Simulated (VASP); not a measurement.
# Cu (P6_3/mmc) in VASP: a series of runs

Runs on Cu. Level: PBEsol. Tasks: single point.

Program: VASP 6.6.1. These are calculated values, not measurements. Logs are shortened: lines on timing, memory, paths and dates and some standing lists are left out, and cuts for length are marked.

## Step 1: The cell of the first run

It takes space group P6_3/mmc (No. 194, hexagonal). The conventional cell has a = 2.597 Å, b = 2.597 Å, c = 4.010 Å, α = 90.00°, β = 90.00°, γ = 120.00°. Cu (site symmetry -6m2) has 12 Cu at 2.50 to 2.60 Å within 3.3 Å.

## Step 2: Single point, PBEsol (strain +0.025 along x and y, -0.025 along z)

The input, INCAR:

```
SYSTEM = Cu
PREC = Accurate
ENCUT = 520
EDIFF = 1E-7
ISMEAR = 0
SIGMA = 0.15
LREAL = .FALSE.
LASPH = .TRUE.
NELM = 80
ALGO = Fast
ISIF = 2
LWAVE = .FALSE.
LCHARG = .FALSE.
GGA = PS
NBANDS = 18
```

The input, KPOINTS:

```
Automatic mesh
0
G
  24 24 12
  0 0 0
```

The input, POSCAR:

```
Cu
1.0
    2.5974490865      0.0000000000      0.0000000000
   -1.2987245433      2.2494568940      0.0000000000
    0.0000000000      0.0000000000      4.0097567250
Cu
2
Direct
    0.3333333333      0.6666666667      0.2500000000
    0.6666666667      0.3333333333      0.7500000000
```

Potentials or basis: VASP PAW PBE potentials, release 64 (Cu).

Command:

```bash
$ cat potpaw_PBE.64/Cu/POTCAR > POTCAR
$ mpirun -np 1 vasp_std > vasp.out
```

OUTCAR:

```text
SYSTEM = Cu
   PREC = Accurate
   ENCUT = 520
   EDIFF = 1E-7
   ISMEAR = 0
   LREAL = .FALSE.
   LASPH = .TRUE.
   NELM = 80
   ISIF = 2
   GGA = PS

 ion  position               nearest neighbor table
   1  0.333  0.667  0.250-   2 2.50   2 2.50   2 2.50   2 2.50   2 2.50   2 2.50
   2  0.667  0.333  0.750-   1 2.50   1 2.50   1 2.50   1 2.50   1 2.50   1 2.50

  LATTYP: Found a hexagonal cell.
 ALAT       =     2.5974490865
 C/A-ratio  =     1.5437287090

  Lattice vectors:

 A1 = (   2.5974490865,   0.0000000000,   0.0000000000)
 A2 = (  -1.2987245433,   2.2494568940,   0.0000000000)
 A3 = (   0.0000000000,   0.0000000000,   4.0097567250)

Analysis of symmetry for initial positions (statically):
=====================================================================
 Subroutine PRICEL returns:
 Original cell was already a primitive cell.

 Routine SETGRP: Setting up the symmetry group for a
 hexagonal supercell.

 Subroutine GETGRP returns: Found 24 space group operations
 (whereof 12 operations were pure point group operations)
 out of a pool of 24 trial point group operations.

The static configuration has the point symmetry D_3d.
 The point group associated with its full space group is D_6h.

Analysis of symmetry for dynamics (positions and initial velocities):
=====================================================================
 Subroutine PRICEL returns:
 Original cell was already a primitive cell.

 Routine SETGRP: Setting up the symmetry group for a
 hexagonal supercell.

 Subroutine GETGRP returns: Found 24 space group operations
 (whereof 12 operations were pure point group operations)
 out of a pool of 24 trial point group operations.

The dynamic configuration has the point symmetry D_3d.
 The point group associated with its full space group is D_6h.

 Subroutine INISYM returns: Found 24 space group operations
 (whereof 12 operations are pure point group operations),
 and found     1 'primitive' translations

----------------------------------------------------------------------------------------

                                     Primitive cell

  volume of cell :      23.4284

  direct lattice vectors                    reciprocal lattice vectors
     2.597449087  0.000000000  0.000000000     0.384993109  0.222275875  0.000000000
    -1.298724543  2.249456894  0.000000000     0.000000000  0.444551751  0.000000000
     0.000000000  0.000000000  4.009756725     0.000000000  0.000000000  0.249391688

  length of vectors
     2.597449087  2.597449087  4.009756725     0.444551751  0.444551751  0.249391688

  position of ions in fractional coordinates (direct lattice)
     0.333333333  0.666666667  0.250000000
     0.666666667  0.333333333  0.750000000

  ion indices of the primitive-cell ions
   primitive index   ion index
                 1           1
                 2           2

----------------------------------------------------------------------------------------

 KPOINTS: Automatic mesh

Automatic generation of k-mesh.
 Grid dimensions read from file:
 generate k-points for:   24   24   12

 Generating k-lattice:

  Cartesian coordinates                     Fractional coordinates (reciprocal lattice)
     0.016041380  0.009261495  0.000000000     0.041666667  0.000000000  0.000000000
     0.000000000  0.018522990  0.000000000     0.000000000  0.041666667  0.000000000
     0.000000000  0.000000000  0.020782641     0.000000000  0.000000000  0.083333333

  Length of vectors
     0.018522990  0.018522990  0.020782641

  Shift w.r.t. Gamma in fractional coordinates (k-lattice)
     0.000000000  0.000000000  0.000000000

 Subroutine IBZKPT returns following result:
 ===========================================

 Found    427 irreducible k-points:

 Following reciprocal coordinates:
            Coordinates               Weight
  0.000000  0.000000  0.000000      1.000000
  0.041667  0.000000  0.000000      6.000000
  0.083333 -0.000000  0.000000      6.000000
  0.125000 -0.000000  0.000000      6.000000
  0.166667 -0.000000  0.000000      6.000000
  0.208333 -0.000000  0.000000      6.000000
[... 16 lines left out ...]
  0.416667  0.041667  0.000000     12.000000
  0.458333  0.041667  0.000000     12.000000
 [... further k-points ...]
   k-points           NKPTS =    427   k-points in BZ     NKDIM =    427   number of bands    NBANDS=     18
   number of dos      NEDOS =    301   number of ions     NIONS =      2
   total plane-waves  NPLWV =  12000
   dimension x,y,z NGX =    20 NGY =   20 NGZ =   30
   dimension x,y,z NGXF=    40 NGYF=   40 NGZF=   60
   ions per type =               2
   NGX,Y,Z   is equivalent  to a cutoff of  12.80, 12.80, 12.44 a.u.
   NGXF,Y,Z  is equivalent  to a cutoff of  25.60, 25.60, 24.88 a.u.
 SYSTEM =  Cu
   PREC   = accura    normal or accurate (medium, high low for compatibility)
   ISTART =      0    job   : 0-new  1-cont  2-samecut
   ICHARG =      2    charge: 1-file 2-atom 10-const
   ISPIN  =      1    spin polarized calculation?
   LNONCOLLINEAR =      F non collinear calculations
   LSORBIT =      F    spin-orbit coupling
   LASPH  =      T    aspherical Exc in radial PAW
   ENCUT  =  520.0 eV  38.22 Ry    6.18 a.u.   4.83  4.83  7.46*2*pi/ulx,y,z
   NELM   =     80;   NELMIN=  2; NELMDL= -5     # of ELM steps
   EDIFF  = 0.1E-06   stopping-criterion for ELM
   LREAL  =      F    real-space projection
   EDIFFG = 0.1E-05   stopping-criterion for IOM
   NSW    =      0    number of steps for IOM
   IBRION =     -1    ionic relax: 0-MD 1-quasi-New 2-CG
   NFREE  =      0    steps in history (QN), initial steepest desc. (CG)
   ISIF   =      2    stress and relaxation
   ISYM   =      2    0-nonsym 1-usesym 2-fastsym
   POTIM  = 0.5000    time-step for ionic-motion
   TEBEG  =    0.0;   TEEND  =   0.0 temperature during run
   PSTRESS=    0.0 pullay stress
   NELECT =      22.0000    total number of electrons
   NUPDOWN=      -1.0000    fix difference up-down
   EMIN   =  10.00;   EMAX   =-10.00  energy-range for DOS
   EFERMI =   0.00;   METHOD = LEGACY
   ISMEAR =     0;   SIGMA  =   0.15  broadening in eV -4-tet -1-fermi 0-gaus
   EFERMI_NEDOS =   21; number of points for ismear=-14 and -15
   IALGO  =     68    algorithm
   IMIX   =      4    mixing-type and parameters
     AMIX     =   0.40;   BMIX     =  1.00
     AMIX_MAG =   1.60;   BMIX_MAG =  1.00
  volume/ion in A,a.u.               =      11.71        79.05
  Fermi-wavevector in a.u.,A,eV,Ry     =   1.603128  3.029472 34.967228  2.570019
  Thomas-Fermi vector in A             =   2.699840
   LORBIT       =      0    0 simple, 1 ext, 2 COOP (PROOUT), +10 PAW based schemes
   GGA     = PS    functional components
   LHFCALC =     F    Hartree Fock is set to
   AEXX    =    0.0000 exact exchange contribution
   IVDW    =     0    specifies the selected vdW correction
   LEPSILON=     F    determine dielectric tensor
   LRPA    =     F    only Hartree local field effects (RPA)
 non-spin polarized calculation
 RMM-DIIS sequential band-by-band and
 Gauss-broadening in eV      SIGMA  =   0.15
  energy-cutoff  :      520.00
  volume of cell :       23.43
 maximum number of plane-waves:       648
 NGX is ok and might be reduce to    20
   NGX =  9   NGY =  9   NGZ = 15

 number of electron      22.0000033 magnetization

 Free energy of the ion-electron system (eV)
  ---------------------------------------------------
  ext. energy  EPLUGINS =         0.00000000
  ---------------------------------------------------
  free energy    TOTEN  =        -8.56452540 eV

  energy without entropy =       -8.55813091  energy(sigma->0) =       -8.56132816

 E-fermi :   7.5014     XC(G=0): -12.9530

 val. band max:        7.4902220594   @ k =   0.3750  -0.0000   0.4167
 cond. band min:       7.5125525053   @ k =   0.5000  -0.0000   0.4167
 fundamental gap:      0.0223304459
 Fermi energy:         7.5014366243

 k-point     1 :       0.0000    0.0000    0.0000
  band No.  band energies     occupation
      1      -1.9495      2.00000
      2       2.4585      2.00000
      3       4.5028      2.00000
      4       4.5028      2.00000
      5       4.6442      2.00000
      6       4.7597      2.00000
[... 10 lines left out ...]
     17      29.9216      0.00000
     18      29.9474      0.00000

 k-point     2 :       0.0417    0.0000    0.0000
  band No.  band energies     occupation
      1      -1.8951      2.00000
      2       2.4873      2.00000
      3       4.4537      2.00000
      4       4.5225      2.00000
      5       4.6868      2.00000
      6       4.7511      2.00000
[... 10 lines left out ...]
     17      30.6488      0.00000
     18      30.7888      0.00000

 k-point     3 :       0.0833   -0.0000    0.0000
  band No.  band energies     occupation
      1      -1.7327      2.00000
      2       2.5702      2.00000
      3       4.3600      2.00000
      4       4.5807      2.00000
      5       4.7200      2.00000
      6       4.7704      2.00000
[... 10 lines left out ...]
     17      31.4521      0.00000
     18      31.9408      0.00000

 k-point     4 :       0.1250   -0.0000    0.0000
  band No.  band energies     occupation
      1      -1.4649      2.00000
      2       2.6974      2.00000
      3       4.2519      2.00000
      4       4.6133      2.00000
      5       4.6746      2.00000
      6       4.6826      2.00000
[... 375 lines left out ...]
      4       4.0457      2.00000
      5       4.3122      2.00000
      6       4.6649      2.00000
[... 10 lines left out ...]
     17      21.1979      0.00000
     18      26.4814      0.00000

 k-point    23 :       0.4167    0.0417    0.0000
  band No.  band energies     occupation
      1       2.3666      2.00000
      2       2.9822      2.00000
      3       3.1904      2.00000
      4       4.1542      2.00000
      5       4.2817      2.00000
      6       4.6395      2.00000
[... 10 lines left out ...]
     17      20.0335      0.00000
     18      26.3586      0.00000

 k-point    24 :       0.4583    0.0417    0.0000
  band No.  band energies     occupation
      1       2.5651      2.00000
      2       2.9335      2.00000
      3       3.1528      2.00000
      4       4.2372      2.00000
      5       4.2662      2.00000
      6       4.6264      2.00000
[... 10 lines left out ...]
     17      19.4294      0.00000
     18      26.3001      0.00000

 [... further k-points ...]
[... 5 lines left out ...]
  --------------------------------------------------------------------------------------
  -------------------------------------------------------------------------------------
  Total       -1.0674426     -1.0674426      0.3891242      0.0000000      0.0000000      0.0000000
  in kB      -72.9982334    -72.9982334     26.6106884      0.0000000      0.0000000      0.0000000
  external PRESSURE =     -39.7952595 kB  Pullay stress =       0.0000000 kB

 VOLUME and BASIS-vectors are now :
 -----------------------------------------------------------------------------
  energy-cutoff  :      520.00
  volume of cell :       23.43
      direct lattice vectors                 reciprocal lattice vectors
     2.597449087  0.000000000  0.000000000     0.384993109  0.222275875  0.000000000
    -1.298724543  2.249456894  0.000000000     0.000000000  0.444551751  0.000000000
     0.000000000  0.000000000  4.009756725     0.000000000  0.000000000  0.249391688

 POSITION                                       TOTAL-FORCE (eV/Angst)
 -----------------------------------------------------------------------------------
     -0.00000      1.49964      1.00244        -0.000000      0.000000      0.000000
      1.29872      0.74982      3.00732         0.000000      0.000000      0.000000
 -----------------------------------------------------------------------------------
    total drift:                               -0.000000      0.000000     -0.000000

  FREE ENERGIE OF THE ION-ELECTRON SYSTEM (eV)
  ---------------------------------------------------
  free  energy   TOTEN  =        -8.5645254029 eV

  energy  without entropy=       -8.5581309110  energy(sigma->0) =       -8.56132816
```

Run time: 76 s. Hardware: 1 thread of Intel Xeon 6975P-C (Granite Rapids), shared host; peak memory 0.25 GiB.

Results:

| Quantity | Value |
| --- | --- |
| Free energy | -8.5645 eV |
| Pressure | -4.0 GPa |
| Band gap on the k mesh | zero (band 11 reaches 11.26 eV, above the bottom of band 12 at 5.55 eV) |

Caveat: the cell differs from its parent crystal (strain +0.025 along x and y, -0.025 along z); the PAW data sets were made with another functional, which shifts forces and pressure a little.

(Part 1 of 2 ends here.)
